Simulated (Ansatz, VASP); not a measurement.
**Gd in VASP and in Ansatz**

File INCAR:

```
SYSTEM = Gd
ALGO     = Normal         ! electronic algorithm
EDIFF    = 1E-8           ! SCF threshold, eV
ENCUT    = 520            ! plane-wave cutoff, eV
GGA      = CA             ! functional
ISIF     = 2              ! what is computed and relaxed
ISMEAR   = -1             ! smearing method
ISPIN    = 2              ! spin polarisation
LASPH    = .True.         ! aspherical terms in the spheres
LCHARG   = .False.        ! write CHGCAR
LEFG     = .True.       
LMAXMIX  = 6              ! l up to which the mixer works
LORBIT   = 11             ! projections on sites
LREAL    = .False.        ! projectors in reciprocal space
LWAVE    = .False.        ! write WAVECAR
MAGMOM   = 7 7            ! initial moments
NBANDS   = 29             ! bands
NELM     = 150            ! most SCF steps
PREC     = Accurate       ! precision mode
SIGMA    = 0.03           ! smearing width, eV
```

Contents of KPOINTS:

```
k-points
0
Gamma
  12 12 6
  0 0 0
```

Contents of POSCAR:

```
Gd
1.0
    3.6174893521      0.0000000000      0.0000000000
   -1.8087446761      3.1328376768      0.0000000000
    0.0000000000      0.0000000000      5.8621052790
Gd
2
Direct
    0.3333333333      0.6666666667      0.2500000000
    0.6666666667      0.3333333333      0.7500000000
```

Input for Ansatz:

```yaml
crystal:
  lattice:
    - [3.6174893521, 0.0, 0.0]
    - [-1.8087446761, 3.1328376768, 0.0]
    - [0.0, 0.0, 5.862105279]
  atoms:
    - { symbol: Gd, position: [0.3333333333, 0.6666666667, 0.25], spin: 7.0 }
    - { symbol: Gd, position: [0.6666666667, 0.3333333333, 0.75], spin: 7.0 }
magnetization:
  spin_polarized: true
kpoints:
  mp_grid: { grid: [12, 12, 6] }
scf:
  occupations: { method: fermi_dirac, width: 0.03 }
hamiltonian:
  xc: lda
  pseudopotentials: { kind: paw }
output:
  forces: true
  stress: true
  eigenvalues: true
  efg: { contact_densities: true }
```

Change from the starting cell: volume scaled by 0.98, PAW files.

Alike in both runs: task electric field gradients; functional LDA; k mesh 12 × 12 × 6; occupations fermi-dirac, width 0.03 eV; collinear spin.

|  | VASP | Ansatz |
| --- | --- | --- |
| version | VASP 6.6.1 | Ansatz 0.2.0 |
| potentials or method | VASP PAW PBE potentials, release 64 (Gd) | PAW with Ansatz's default frozen-core files, scalar-relativistic |
| plane-wave cutoff (eV) | 520 | 420 |
| valence electrons in the cell | 36 | 36 |

```csv
,VASP,Ansatz,Ansatz less VASP
pressure (GPa),-3.9,-3.9,-0.01
"traceless stress, the component that is largest in VASP (GPa)",-0.44,-0.43,+0.013
net moment per atom (μB),7.44,7.58,+0.135
size of the moment on the site where the two differ most (μB),6.92,7.32,+0.400
size of Vzz on the site where it differs most (V/Å²),18.5,22.4,+3.91
```

The net moments are unlike, so the other rows may belong to different states. VASP's potentials were made for PBE, not for LDA. LDA's correlation is that of Perdew and Zunger in VASP and of Perdew and Wang (1992) in Ansatz. Site moments also hang on the region over which each program counts them.

Spin-orbit coupling is off throughout.
